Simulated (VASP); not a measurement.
# Zr (Pm-3n) in VASP: notebook, part 2 of 2

VASP 6.6.1. The steps go on from the part before.

## (3) Single point, PBEsol

The input, INCAR:

```
SYSTEM = Zr
PREC = Accurate
ENCUT = 520
EDIFF = 1E-7
ISMEAR = -1
SIGMA = 0.1
LREAL = .FALSE.
LASPH = .TRUE.
NELM = 100
ALGO = Normal
ISIF = 2
LWAVE = .FALSE.
LCHARG = .FALSE.
GGA = PS
NBANDS = 58
```

The input, KPOINTS:

```
regular mesh
0
G
  6 6 6
  0 0 0
```

The input, POSCAR:

```
Zr
1.0
    5.6080453666      0.0000000000      0.0000000000
    0.0000000000      5.6080453666      0.0000000000
    0.0000000000      0.0000000000      5.6080453666
Zr
8
Direct
    0.0000000000      1.0000000000      1.0000000000
    0.5000000000      0.5000000000      0.5000000000
    0.2500000000      0.0000000000      0.5000000000
    0.7500000000      1.0000000000      0.5000000000
    0.5000000000      0.2500000000      0.0000000000
    0.5000000000      0.7500000000      1.0000000000
    0.0000000000      0.5000000000      0.2500000000
    0.0000000000      0.5000000000      0.7500000000
```

Potentials or basis: VASP PAW PBE potentials, release 64 (Zr_sv).

Run with:

```bash
$ cat potpaw_PBE.64/Zr_sv/POTCAR > POTCAR
$ mpirun -np 1 vasp_std > vasp.out
```

OUTCAR:

```text
SYSTEM = Zr
   PREC = Accurate
   ENCUT = 520
   EDIFF = 1E-7
   ISMEAR = -1
   LREAL = .FALSE.
   LASPH = .TRUE.
   NELM = 100
   ISIF = 2
   GGA = PS

 ion  position               nearest neighbor table
   1  0.000  0.000  0.000-   3 3.13   4 3.13   5 3.13   6 3.13   7 3.13   8 3.13   3 3.13   4 3.13
                             7 3.13   8 3.13   5 3.13   6 3.13
   2  0.500  0.500  0.500-   3 3.13   4 3.13   5 3.13   6 3.13   7 3.13   8 3.13   5 3.13   6 3.13
                             3 3.13   4 3.13   7 3.13   8 3.13
   3  0.250  0.000  0.500-   4 2.80   4 2.80   1 3.13   1 3.13   2 3.13   2 3.13   8 3.43   5 3.43
                             5 3.43   6 3.43   6 3.43   7 3.43   8 3.43   7 3.43
   4  0.750  0.000  0.500-   3 2.80   3 2.80   1 3.13   1 3.13   2 3.13   2 3.13   8 3.43   5 3.43
                             5 3.43   6 3.43   6 3.43   7 3.43   8 3.43   7 3.43
   5  0.500  0.250  0.000-   6 2.80   6 2.80   1 3.13   2 3.13   2 3.13   1 3.13   8 3.43   4 3.43
                             3 3.43   4 3.43   3 3.43   7 3.43   7 3.43   8 3.43
   6  0.500  0.750  0.000-   5 2.80   5 2.80   1 3.13   2 3.13   2 3.13   1 3.13   8 3.43   4 3.43
                             3 3.43   4 3.43   3 3.43   7 3.43   7 3.43   8 3.43
   7  0.000  0.500  0.250-   8 2.80   8 2.80   1 3.13   2 3.13   1 3.13   2 3.13   3 3.43   4 3.43
                             5 3.43   3 3.43   4 3.43   6 3.43   5 3.43   6 3.43
   8  0.000  0.500  0.750-   7 2.80   7 2.80   1 3.13   2 3.13   1 3.13   2 3.13   3 3.43   4 3.43
                             5 3.43   3 3.43   4 3.43   6 3.43   5 3.43   6 3.43

  LATTYP: Found a simple cubic cell.
 ALAT       =     5.6080453666

  Lattice vectors:

 A1 = (   5.6080453666,   0.0000000000,   0.0000000000)
 A2 = (   0.0000000000,   5.6080453666,   0.0000000000)
 A3 = (   0.0000000000,   0.0000000000,   5.6080453666)

Analysis of symmetry for initial positions (statically):
=====================================================================
 Subroutine PRICEL returns:
 Original cell was already a primitive cell.

 Routine SETGRP: Setting up the symmetry group for a
 simple cubic supercell.

 Subroutine GETGRP returns: Found 48 space group operations
 (whereof 24 operations were pure point group operations)
[... 154 lines left out ...]
   LEPSILON=     F    determine dielectric tensor
   LRPA    =     F    only Hartree local field effects (RPA)
 non-spin polarized calculation
  energy-cutoff  :      520.00
  volume of cell :      176.37
 maximum number of plane-waves:      4780
 NGX is ok and might be reduce to    42
   NGX = 21   NGY = 21   NGZ = 21

 number of electron      95.9999998 magnetization

 Free energy of the ion-electron system (eV)
  ---------------------------------------------------
  ext. energy  EPLUGINS =         0.00000000
  ---------------------------------------------------
  free energy    TOTEN  =       -71.94456689 eV

  energy without entropy =      -71.48857331  energy(sigma->0) =      -71.71657010

 E-fermi :   9.0765     XC(G=0): -11.4362

 val. band max:        9.0755682941   @ k =   0.5000   0.5000   0.0000
 cond. band min:       9.0830498845   @ k =   0.3333   0.3333   0.3333
 fundamental gap:      0.0074815904
 Fermi energy:         9.0764828229

 k-point     1 :       0.0000    0.0000    0.0000
  band No.  band energies     occupation
      1     -39.1147      2.00000
      2     -38.9776      2.00000
      3     -38.9694      2.00000
      4     -38.9694      2.00000
      5     -38.8933      2.00000
      6     -38.7798      2.00000
[... 1209 lines left out ...]
     57      12.1450      0.00000
     58      12.1450      0.00000

------------------------ aborting loop because EDIFF is reached ----------------------------------------

  FORCE on cell =-STRESS in cart. coord.  units (eV):
  Direction    XX          YY          ZZ          XY          YZ          ZX
  --------------------------------------------------------------------------------------
  -------------------------------------------------------------------------------------
  Total        0.0181917      0.0181917      0.0181917     -0.0000000      0.0000000      0.0000000
  in kB        0.1652533      0.1652533      0.1652533     -0.0000000      0.0000000      0.0000000
  external PRESSURE =       0.1652533 kB  Pullay stress =       0.0000000 kB

 VOLUME and BASIS-vectors are now :
 -----------------------------------------------------------------------------
  energy-cutoff  :      520.00
  volume of cell :      176.37
      direct lattice vectors                 reciprocal lattice vectors
     5.608045367  0.000000000  0.000000000     0.178315248  0.000000000  0.000000000
     0.000000000  5.608045367  0.000000000     0.000000000  0.178315248  0.000000000
     0.000000000  0.000000000  5.608045367     0.000000000  0.000000000  0.178315248

 POSITION                                       TOTAL-FORCE (eV/Angst)
 -----------------------------------------------------------------------------------
      0.00000      0.00000      0.00000         0.000000     -0.000000      0.000000
      2.80402      2.80402      2.80402         0.000000     -0.000000      0.000000
      1.40201      0.00000      2.80402        -0.000000     -0.000000     -0.000000
      4.20603      0.00000      2.80402         0.000000      0.000000     -0.000000
      2.80402      1.40201      0.00000         0.000000      0.000000     -0.000000
      2.80402      4.20603      0.00000        -0.000000     -0.000000      0.000000
      0.00000      2.80402      1.40201        -0.000000      0.000000      0.000000
      0.00000      2.80402      4.20603         0.000000     -0.000000      0.000000
 -----------------------------------------------------------------------------------
    total drift:                                0.000000     -0.000000     -0.000000

  FREE ENERGIE OF THE ION-ELECTRON SYSTEM (eV)
  ---------------------------------------------------
  free  energy   TOTEN  =       -71.9445668863 eV

  energy  without entropy=      -71.4885733058  energy(sigma->0) =      -71.71657010
```

stdout:

```text
POSCAR found type information on POSCAR Zr
 POSCAR found :  1 types and       8 ions
 scaLAPACK will be used
 -----------------------------------------------------------------------------
|                                                                             |
|                                                                             |
|     You enforced a specific xc type in the INCAR file but a different       |
|     I HOPE YOU KNOW WHAT YOU ARE DOING!                                     |
|                                                                             |
 -----------------------------------------------------------------------------

 LDA part: xc-table for (Slater+PW92), standard interpolation
 POSCAR, INCAR and KPOINTS ok, starting setup
 FFT: planning ... GRIDC
 FFT: planning ... GRID_SOFT
 FFT: planning ... GRID
 WAVECAR not read
 entering main loop
```

Wall time 7.3 min (1 thread of AMD EPYC 7R13, shared host); peak memory 0.3 GiB.

What came out:

* Free energy: -71.9446 eV
* Pressure: 0.0 GPa
* Band gap on the k mesh: zero (band 48 reaches 9.20 eV, above the bottom of band 49 at 8.86 eV)

Caveat: the PAW data sets were made with another functional, which shifts forces and pressure a little.

## (4) Relaxation of cell and atoms, PBEsol

This run uses another cell than the first one, of 23.28 Å³/atom, 1.056 times its volume.

The input, INCAR:

```
SYSTEM = Zr
PREC = Accurate
ENCUT = 600
EDIFF = 1E-6
ISMEAR = -1
SIGMA = 0.1
LREAL = .FALSE.
LASPH = .TRUE.
NELM = 80
ALGO = Normal
ISIF = 3
LWAVE = .FALSE.
LCHARG = .FALSE.
GGA = PS
IBRION = 2
NSW = 80
EDIFFG = -0.01
```

The input, KPOINTS:

```
regular mesh
0
G
  5 5 5
  0 0 0
```

The input, POSCAR:

```
Zr
1.0
    5.7107831915      0.0000000000      0.0000000000
    0.0000000000      5.7107831915      0.0000000000
    0.0000000000      0.0000000000      5.7107831915
Zr
8
Direct
    0.0000000000      0.0000000000      0.0000000000
    0.5000000000      0.5000000000      0.5000000000
    0.2500000000      0.0000000000      0.5000000000
    0.7500000000      0.0000000000      0.5000000000
    0.5000000000      0.2500000000      0.0000000000
    0.5000000000      0.7500000000      0.0000000000
    0.0000000000      0.5000000000      0.2500000000
    0.0000000000      0.5000000000      0.7500000000
```

Run with:

```bash
$ cat potpaw_PBE.64/Zr_sv/POTCAR > POTCAR
$ mpirun -np 1 vasp_std > vasp.out
```

It took 12 min on 1 thread of AMD EPYC 7R13, shared host; peak memory 0.35 GiB.

Results (log left out):

```yaml
Free_energy: -71.9388 eV
Relaxed_volume: 22.09 Å³/atom
Relaxed_cell: a = 5.611 Å, b = 5.611 Å, c = 5.611 Å, α = 90.00°, β = 90.00°, γ = 90.00°
Space_group_after_relaxing_to_0.05_Å: Pm-3n (No. 223)
Energy_gained_by_relaxing: 17.2 meV/atom
Ionic_steps: 3
Pressure_after_relaxing: 0.0 GPa
Band_gap_on_the_k_mesh: zero (band 48 reaches 9.16 eV, above the bottom of band 49 at 8.86 eV)
```

Step by step:
| step | energy change (eV) | largest force (eV/Å) | pressure (GPa) | volume (Å³) |
| --- | --- | --- | --- | --- |
| 1 | 0.0000 | 0.0000 | -4.41 | 186.25 |
| 2 | -0.0505 | 0.0000 | 4.00 | 169.49 |
| 3 | -0.1373 | 0.0000 | -0.03 | 176.68 |

Final structure:
```cif
data_structure
_symmetry_space_group_name_H-M 'P 1'
_symmetry_Int_Tables_number 1
_cell_length_a 5.6113
_cell_length_b 5.6113
_cell_length_c 5.6113
_cell_angle_alpha 90.000
_cell_angle_beta 90.000
_cell_angle_gamma 90.000
_cell_volume 176.68
loop_
_atom_site_label
_atom_site_type_symbol
_atom_site_fract_x
_atom_site_fract_y
_atom_site_fract_z
_atom_site_occupancy
Zr1 Zr 0.00000 0.00000 0.00000 1
Zr2 Zr 0.50000 0.50000 0.50000 1
Zr3 Zr 0.25000 0.00000 0.50000 1
Zr4 Zr 0.75000 0.00000 0.50000 1
Zr5 Zr 0.50000 0.25000 0.00000 1
Zr6 Zr 0.50000 0.75000 0.00000 1
Zr7 Zr 0.00000 0.50000 0.25000 1
Zr8 Zr 0.00000 0.50000 0.75000 1
```

Levels at points of the mesh, in eV from the Fermi level:
| k point | band 45 | band 46 | band 47 | band 48 | band 49 | band 50 | band 51 | band 52 |
| --- | --- | --- | --- | --- | --- | --- | --- | --- |
| (0.00, 0.00, 0.00) | -0.47 | -0.47 | -0.38 | -0.06 | -0.06 | -0.06 | 0.07 | 0.07 |

Caveat: the PAW data sets were made with another functional, which shifts forces and pressure a little.

## (5) Overview

```csv
task,cell,k mesh,cutoff (eV),gap on the mesh (eV),pressure (GPa)
single point,"a = 5.608 Å, 8 atoms",5 × 5 × 5,520,none,0.1
single point,"a = 5.608 Å, 8 atoms",6 × 6 × 6,520,none,0.0
relaxation of cell and atoms,"relaxed from a = 5.711 Å, 8 atoms",5 × 5 × 5,600,none,0.0
```

Alike in all rows: level PBEsol; potentials or basis VASP PAW PBE potentials, release 64 (Zr_sv); no spin polarisation; smearing fermi-dirac 0.1 eV.

Caveats: the PAW data sets were made with another functional, which shifts forces and pressure a little.

Absolute energies hang on the potentials; compare differences alone.
